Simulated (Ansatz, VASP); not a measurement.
**BeSe2: VASP beside Ansatz**

```xyz
6
Lattice="3.5041 2.0231 2.8786 -3.5041 2.0231 2.8786 0.0000 -4.0461 2.8786" Properties=species:S:1:pos:R:3 pbc="T T T"
Be    0.0000    0.0000    6.4857
Be    0.0000    0.0000    2.1501
Se    0.0000    2.0231    2.8786
Se   -1.7520   -1.0115    2.8786
Se    1.7520   -1.0115    2.8786
Se    0.0000    0.0000    0.0000
```

Alike in both runs: functional PBE; k mesh 3 × 3 × 3; occupations gaussian, width 0.2 eV; no spin polarisation.

Ansatz relaxed the structure, and its values are those at the end. VASP's run is a single point on that final structure, the one shown.

|  | VASP | Ansatz |
| --- | --- | --- |
| version | VASP 6.6.1 | Ansatz 0.2.0 |
| potentials or method | VASP PAW PBE potentials, release 64 (Be, Se), cutoff 600 eV | scalar-relativistic, plane waves, PAW |
| valence electrons in the cell | 28 | 68 |

Ansatz gave:

| Property | Result |
| --- | --- |
| gap on the k mesh at the Fermi level (eV) | none |
| pressure (GPa) | 0.2 |

Q: Estimate VASP's values.

A: gap on the k mesh at the Fermi level (eV): none; pressure (GPa): 0.3.

A gap of «none» marks a metal or a gap that the smearing closes. With one functional, cell and mesh, what is left measures potentials, basis and numerics. VASP's potentials hold 28 valence electrons a cell and Ansatz's 68, so a difference there can come from the potentials and not from the codes.

The k mesh is coarse, so the values compare programs but aren't converged.
